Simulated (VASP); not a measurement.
# ZnCu (Pmma) in VASP: single point with PBE

Aim: the single point of ZnCu with PBE.

Program: VASP 6.6.1. These are calculated values, not measurements. Logs are shortened: lines on timing, memory, paths and dates and some standing lists are left out, and cuts for length are marked.

### Step 1. The cell of the first run

It takes space group Pmma (No. 51, orthorhombic). Conventional cell: a = 4.419 Å, b = 2.601 Å, c = 5.063 Å, α = 90.00°, β = 90.00°, γ = 90.00°. Zn (site symmetry mm2) has 4 Cu at 2.49 to 2.57 Å and 4 Zn at 2.59 to 2.60 Å within 3.3 Å. Cu (site symmetry mm2) has 4 Zn at 2.49 to 2.57 Å and 4 Cu at 2.55 to 2.60 Å within 3.3 Å.

The cell was built from a structure type or drawn by symmetry, and may not be a known phase.

### Step 2. Single point, PBE

INCAR

```
PREC     = Accurate       # precision mode
ENCUT    = 700            # plane-wave cutoff, eV
EDIFF    = 1E-6           # SCF threshold, eV
ISMEAR   = 0              # smearing method
SIGMA    = 0.1            # smearing width, eV
LREAL    = False          # projectors in reciprocal space
LASPH    = True           # aspherical terms in the spheres
NELM     = 120            # most SCF steps
ALGO     = Normal         # electronic algorithm
ISIF     = 2              # what is computed and relaxed
LWAVE    = False          # write WAVECAR
LCHARG   = False          # write CHGCAR
GGA      = PE             # functional
NBANDS   = 39             # bands
GGA_COMPAT= False
```

KPOINTS

```
Automatic mesh
0
Gamma
  10 18 10
```

POSCAR

```
ZnCu
1.0
    4.4190027712      0.0000000000      0.0000000000
    0.0000000000      2.6005027077      0.0000000000
    0.0000000000      0.0000000000      5.0627531836
Zn Cu
2 2
Direct
    0.2500000000      0.5000000000      0.1338216904
    0.7500000000      0.5000000000      0.8661783096
    0.7500000000      0.5000000000      0.3736167872
    0.2500000000      0.5000000000      0.6263832128
```

Potentials or basis: VASP PAW PBE potentials, release 64 (Zn, Cu_sv_GW).

Started as:

```
$ cat potpaw_PBE.64/Zn/POTCAR potpaw_PBE.64/Cu_sv_GW/POTCAR > POTCAR
$ mpirun -np 1 vasp_std > vasp.out
```

OUTCAR:

```text
PREC = Accurate
   ENCUT = 700
   EDIFF = 1E-6
   ISMEAR = 0
   LREAL = False
   LASPH = True
   NELM = 120
   ISIF = 2
   GGA = PE

 ion  position               nearest neighbor table
   1  0.250  0.500  0.134-   4 2.49   3 2.52   3 2.52   4 2.57   2 2.59   2 2.59
   2  0.750  0.500  0.866-   3 2.49   4 2.52   4 2.52   3 2.57   1 2.59   1 2.59
   3  0.750  0.500  0.374-   2 2.49   1 2.52   1 2.52   4 2.55   4 2.55   2 2.57
   4  0.250  0.500  0.626-   1 2.49   2 2.52   2 2.52   3 2.55   3 2.55   1 2.57

  LATTYP: Found a simple orthorhombic cell.
 ALAT       =     2.6005027077
 B/A-ratio  =     1.6992878947
 C/A-ratio  =     1.9468363438

  Lattice vectors:

 A1 = (   0.0000000000,  -2.6005027077,   0.0000000000)
 A2 = (   4.4190027712,   0.0000000000,   0.0000000000)
 A3 = (   0.0000000000,   0.0000000000,   5.0627531836)

Analysis of symmetry for initial positions (statically):
=====================================================================
 Subroutine PRICEL returns:
 Original cell was already a primitive cell.

 Routine SETGRP: Setting up the symmetry group for a
 simple orthorhombic supercell.

 Subroutine GETGRP returns: Found  8 space group operations
 (whereof  4 operations were pure point group operations)
 out of a pool of  8 trial point group operations.

The static configuration has the point symmetry C_2h.
 The point group associated with its full space group is D_2h.

Analysis of symmetry for dynamics (positions and initial velocities):
=====================================================================
 Subroutine PRICEL returns:
 Original cell was already a primitive cell.

 Routine SETGRP: Setting up the symmetry group for a
 simple orthorhombic supercell.

 Subroutine GETGRP returns: Found  8 space group operations
 (whereof  4 operations were pure point group operations)
 out of a pool of  8 trial point group operations.

The dynamic configuration has the point symmetry C_2h.
 The point group associated with its full space group is D_2h.

 Subroutine INISYM returns: Found  8 space group operations
 (whereof  4 operations are pure point group operations),
 and found     1 'primitive' translations

----------------------------------------------------------------------------------------

                                     Primitive cell

  volume of cell :      58.1793

  direct lattice vectors                    reciprocal lattice vectors
     4.419002771  0.000000000  0.000000000     0.226295400  0.000000000  0.000000000
     0.000000000  2.600502708  0.000000000     0.000000000  0.384541034  0.000000000
     0.000000000  0.000000000  5.062753184     0.000000000  0.000000000  0.197520986

  length of vectors
     4.419002771  2.600502708  5.062753184     0.226295400  0.384541034  0.197520986

  position of ions in fractional coordinates (direct lattice)
     0.250000000  0.500000000  0.133821690
     0.750000000  0.500000000  0.866178310
     0.750000000  0.500000000  0.373616787
     0.250000000  0.500000000  0.626383213

  ion indices of the primitive-cell ions
   primitive index   ion index
                 1           1
                 2           2
                 3           3
                 4           4

----------------------------------------------------------------------------------------

 KPOINTS: Automatic mesh

Automatic generation of k-mesh.
 Grid dimensions read from file:
 generate k-points for:   10   18   10

 Generating k-lattice:

  Cartesian coordinates                     Fractional coordinates (reciprocal lattice)
     0.022629540  0.000000000  0.000000000     0.100000000  0.000000000  0.000000000
     0.000000000  0.021363391  0.000000000     0.000000000  0.055555556  0.000000000
     0.000000000  0.000000000  0.019752099     0.000000000  0.000000000  0.100000000

  Length of vectors
     0.022629540  0.021363391  0.019752099

  Shift w.r.t. Gamma in fractional coordinates (k-lattice)
     0.000000000  0.000000000  0.000000000

 Subroutine IBZKPT returns following result:
 ===========================================

 Found    360 irreducible k-points:

 Following reciprocal coordinates:
            Coordinates               Weight
  0.000000  0.000000  0.000000      1.000000
  0.100000  0.000000  0.000000      2.000000
  0.200000  0.000000  0.000000      2.000000
  0.300000  0.000000  0.000000      2.000000
  0.400000  0.000000  0.000000      2.000000
  0.500000  0.000000  0.000000      1.000000
[... 16 lines left out ...]
  0.400000  0.166667  0.000000      4.000000
  0.500000  0.166667  0.000000      2.000000
 [... further k-points ...]
   k-points           NKPTS =    360   k-points in BZ     NKDIM =    360   number of bands    NBANDS=     39
   number of dos      NEDOS =    301   number of ions     NIONS =      4
   total plane-waves  NPLWV =  46080
   dimension x,y,z NGX =    40 NGY =   24 NGZ =   48
   dimension x,y,z NGXF=    80 NGYF=   48 NGZF=   96
   ions per type =               2   2
   NGX,Y,Z   is equivalent  to a cutoff of  15.05, 15.34, 15.76 a.u.
   NGXF,Y,Z  is equivalent  to a cutoff of  30.10, 30.69, 31.52 a.u.
 SYSTEM =  unknown system
   PREC   = accura    normal or accurate (medium, high low for compatibility)
   ISTART =      0    job   : 0-new  1-cont  2-samecut
   ICHARG =      2    charge: 1-file 2-atom 10-const
   ISPIN  =      1    spin polarized calculation?
   LNONCOLLINEAR =      F non collinear calculations
   LSORBIT =      F    spin-orbit coupling
   LASPH  =      T    aspherical Exc in radial PAW
   ENCUT  =  700.0 eV  51.45 Ry    7.17 a.u.   9.53  5.61 10.92*2*pi/ulx,y,z
   NELM   =    120;   NELMIN=  2; NELMDL= -5     # of ELM steps
   EDIFF  = 0.1E-05   stopping-criterion for ELM
   LREAL  =      F    real-space projection
   EDIFFG = 0.1E-04   stopping-criterion for IOM
   NSW    =      0    number of steps for IOM
   IBRION =     -1    ionic relax: 0-MD 1-quasi-New 2-CG
   NFREE  =      0    steps in history (QN), initial steepest desc. (CG)
   ISIF   =      2    stress and relaxation
   ISYM   =      2    0-nonsym 1-usesym 2-fastsym
   POTIM  = 0.5000    time-step for ionic-motion
   TEBEG  =    0.0;   TEEND  =   0.0 temperature during run
   PSTRESS=    0.0 pullay stress
   NELECT =      62.0000    total number of electrons
   NUPDOWN=      -1.0000    fix difference up-down
   EMIN   =  10.00;   EMAX   =-10.00  energy-range for DOS
   EFERMI =   0.00;   METHOD = LEGACY
   ISMEAR =     0;   SIGMA  =   0.10  broadening in eV -4-tet -1-fermi 0-gaus
   EFERMI_NEDOS =   21; number of points for ismear=-14 and -15
   IALGO  =     38    algorithm
   IMIX   =      4    mixing-type and parameters
     AMIX     =   0.40;   BMIX     =  1.00
     AMIX_MAG =   1.60;   BMIX_MAG =  1.00
  volume/ion in A,a.u.               =      14.54        98.15
  Fermi-wavevector in a.u.,A,eV,Ry     =   1.672178  3.159959 38.044348  2.796181
  Thomas-Fermi vector in A             =   2.757371
   LORBIT       =      0    0 simple, 1 ext, 2 COOP (PROOUT), +10 PAW based schemes
   GGA     = PE    functional components
   LHFCALC =     F    Hartree Fock is set to
   AEXX    =    0.0000 exact exchange contribution
   IVDW    =     0    specifies the selected vdW correction
   LEPSILON=     F    determine dielectric tensor
   LRPA    =     F    only Hartree local field effects (RPA)
 non-spin polarized calculation
 Gauss-broadening in eV      SIGMA  =   0.10
  energy-cutoff  :      700.00
  volume of cell :       58.18
 maximum number of plane-waves:      2473
 NGX is ok and might be reduce to    40
   NGX = 19   NGY = 11   NGZ = 21

 number of electron      62.0000013 magnetization

 Free energy of the ion-electron system (eV)
  ---------------------------------------------------
  ext. energy  EPLUGINS =         0.00000000
  ---------------------------------------------------
  free energy    TOTEN  =        -9.18037261 eV

  energy without entropy =       -9.17440144  energy(sigma->0) =       -9.17738702

 E-fermi :   4.3371     XC(G=0): -11.8834

 val. band max:        4.3340895550   @ k =   0.1000   0.3889   0.1000
 cond. band min:       4.3432614885   @ k =   0.4000   0.5000   0.2000
 fundamental gap:      0.0091719336
 Fermi energy:         4.3371438733

 k-point     1 :       0.0000    0.0000    0.0000
  band No.  band energies     occupation
      1    -108.3020      2.00000
      2    -108.2965      2.00000
      3     -65.7282      2.00000
      4     -65.7205      2.00000
      5     -65.7186      2.00000
      6     -65.6803      2.00000
[... 31 lines left out ...]
     38      16.5815      0.00000
     39      17.9706      0.00000

 k-point     2 :       0.1000    0.0000    0.0000
  band No.  band energies     occupation
      1    -108.3017      2.00000
      2    -108.2967      2.00000
      3     -65.7283      2.00000
      4     -65.7232      2.00000
      5     -65.7149      2.00000
      6     -65.6805      2.00000
[... 31 lines left out ...]
     38      16.6837      0.00000
     39      18.0793      0.00000

 k-point     3 :       0.2000    0.0000    0.0000
  band No.  band energies     occupation
      1    -108.3011      2.00000
      2    -108.2968      2.00000
      3     -65.7282      2.00000
      4     -65.7258      2.00000
      5     -65.7099      2.00000
      6     -65.6821      2.00000
[... 31 lines left out ...]
     38      16.9869      0.00000
     39      18.4019      0.00000

 k-point     4 :       0.3000    0.0000    0.0000
  band No.  band energies     occupation
      1    -108.3005      2.00000
      2    -108.2976      2.00000
      3     -65.7290      2.00000
      4     -65.7277      2.00000
      5     -65.7049      2.00000
      6     -65.6851      2.00000
[... 31 lines left out ...]
     38      17.4817      0.00000
     39      18.5971      0.00000
[... 754 lines left out ...]
     38      15.7655      0.00000
     39      15.8225      0.00000

 k-point    23 :       0.4000    0.1667    0.0000
  band No.  band energies     occupation
      1    -108.2987      2.00000
      2    -108.2974      2.00000
      3     -65.7280      2.00000
      4     -65.7275      2.00000
      5     -65.6983      2.00000
      6     -65.6880      2.00000
[... 31 lines left out ...]
     38      16.8060      0.00000
     39      17.5110      0.00000

 k-point    24 :       0.5000    0.1667    0.0000
  band No.  band energies     occupation
      1    -108.2979      2.00000
      2    -108.2979      2.00000
      3     -65.7279      2.00000
      4     -65.7279      2.00000
      5     -65.6927      2.00000
      6     -65.6927      2.00000
[... 31 lines left out ...]
     38      15.0743      0.00000
     39      18.3987      0.00000

 [... further k-points ...]

------------------------ aborting loop because EDIFF is reached ----------------------------------------

  FORCE on cell =-STRESS in cart. coord.  units (eV):
  Direction    XX          YY          ZZ          XY          YZ          ZX
  --------------------------------------------------------------------------------------
  -------------------------------------------------------------------------------------
  Total       -0.7446929     -0.7924906     -0.7279612      0.0000000      0.0000000      0.0000000
  in kB      -20.5078185    -21.8241000    -20.0470509      0.0000000      0.0000000      0.0000000
  external PRESSURE =     -20.7929898 kB  Pullay stress =       0.0000000 kB

 VOLUME and BASIS-vectors are now :
 -----------------------------------------------------------------------------
  energy-cutoff  :      700.00
  volume of cell :       58.18
      direct lattice vectors                 reciprocal lattice vectors
     4.419002771  0.000000000  0.000000000     0.226295400  0.000000000  0.000000000
     0.000000000  2.600502708  0.000000000     0.000000000  0.384541034  0.000000000
     0.000000000  0.000000000  5.062753184     0.000000000  0.000000000  0.197520986

 POSITION                                       TOTAL-FORCE (eV/Angst)
 -----------------------------------------------------------------------------------
      1.10475      1.30025      0.67751         0.000000      0.000000      0.003994
      3.31425      1.30025      4.38525         0.000000      0.000000     -0.003994
      3.31425      1.30025      1.89153         0.000000      0.000000      0.014011
      1.10475      1.30025      3.17122        -0.000000      0.000000     -0.014011
 -----------------------------------------------------------------------------------
    total drift:                                0.000000      0.000000      0.000000

  FREE ENERGIE OF THE ION-ELECTRON SYSTEM (eV)
  ---------------------------------------------------
  free  energy   TOTEN  =        -9.1803726129 eV

  energy  without entropy=       -9.1744014365  energy(sigma->0) =       -9.17738702
```

Run time: 11 min. Hardware: 1 thread of Intel Xeon 6975P-C (Granite Rapids), shared host; peak memory 1.2 GiB.

Results:

```yaml
Free_energy: -9.1804 eV
Pressure: -2.1 GPa
Largest_force: 0.014 eV/Å
Band_gap_on_the_k_mesh: zero (bands 31 and 32 overlap by 5.00 eV)
```

Forces in eV/Å, atoms in the order of the input:
```
Zn   0.000  0.000  0.004
Zn   0.000  0.000 -0.004
Cu   0.000  0.000  0.014
Cu   0.000  0.000 -0.014
```
